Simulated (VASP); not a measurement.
A run of VASP 6.6.1:

Contents of POSCAR:

```
FeGe
1.0
    3.0161717160      0.0000000000      0.0000000000
    0.0000000000      3.0161717160      0.0000000000
    0.0000000000      0.0000000000      3.0161717160
Fe Ge
1 1
Direct
    0.0000000000      0.0000000000      0.0000000000
    0.4633440200      0.4507515000      0.4535288900
```

File INCAR.step1:

```
SYSTEM = FeGe
PREC     = Accurate       ! precision mode
ENCUT    = 520            ! plane-wave cutoff, eV
ISMEAR   = 0              ! smearing method
SIGMA    = 0.05           ! smearing width, eV
LREAL    = .FALSE.        ! projectors in reciprocal space
LASPH    = .TRUE.         ! aspherical terms in the spheres
NELM     = 150            ! most SCF steps
ISPIN    = 2              ! spin polarisation
MAGMOM   = 4 0            ! initial moments
LMAXMIX  = 4              ! l up to which the mixer works
NBANDS   = 22             ! bands
GGA      = PE             ! functional
ALGO     = Normal         ! electronic algorithm
EDIFF    = 1E-4           ! SCF threshold, eV
LWAVE    = .TRUE.         ! write WAVECAR
LCHARG   = .FALSE.        ! write CHGCAR
```

Contents of INCAR.step2:

```
SYSTEM = FeGe
PREC     = Accurate       ! precision mode
ENCUT    = 520            ! plane-wave cutoff, eV
EDIFF    = 1E-7           ! SCF threshold, eV
ISMEAR   = 0              ! smearing method
SIGMA    = 0.05           ! smearing width, eV
LREAL    = .FALSE.        ! projectors in reciprocal space
LASPH    = .TRUE.         ! aspherical terms in the spheres
NELM     = 150            ! most SCF steps
ALGO     = Normal         ! electronic algorithm
ISIF     = 2              ! what is computed and relaxed
LWAVE    = .FALSE.        ! write WAVECAR
LCHARG   = .TRUE.         ! write CHGCAR
ISPIN    = 2              ! spin polarisation
MAGMOM   = 4 0            ! initial moments
LORBIT   = 11             ! projections on sites
LMAXMIX  = 4              ! l up to which the mixer works
METAGGA  = R2SCAN         ! meta-GGA
LMIXTAU  = .TRUE.       
LELF     = .TRUE.         ! ELF
LVHAR    = .TRUE.       
NBANDS   = 22             ! bands
ISTART   = 1
```

KPOINTS

```
regular mesh
0
G
  3 3 3
  0 0 0
```

Potentials or basis: VASP PAW PBE potentials, release 64 (Fe, Ge_d).

Launch:

```bash
$ cat potpaw_PBE.64/Fe/POTCAR potpaw_PBE.64/Ge_d/POTCAR > POTCAR
$ cp INCAR.step1 INCAR
$ mpirun -np 1 vasp_std > vasp.out
$ cp INCAR.step2 INCAR
$ mpirun -np 1 vasp_std > vasp.out
```

Hardware: 1 thread of Intel(R) Xeon(R) 6975P-C (Granite Rapids), with other jobs on the host.

Problem. Estimate the wall time of this run.

Solution. Run time: 82 s on 1 thread of Intel(R) Xeon(R) 6975P-C (Granite Rapids), with other jobs on the host, peak memory 0.16 GiB. Counts: k points 14.
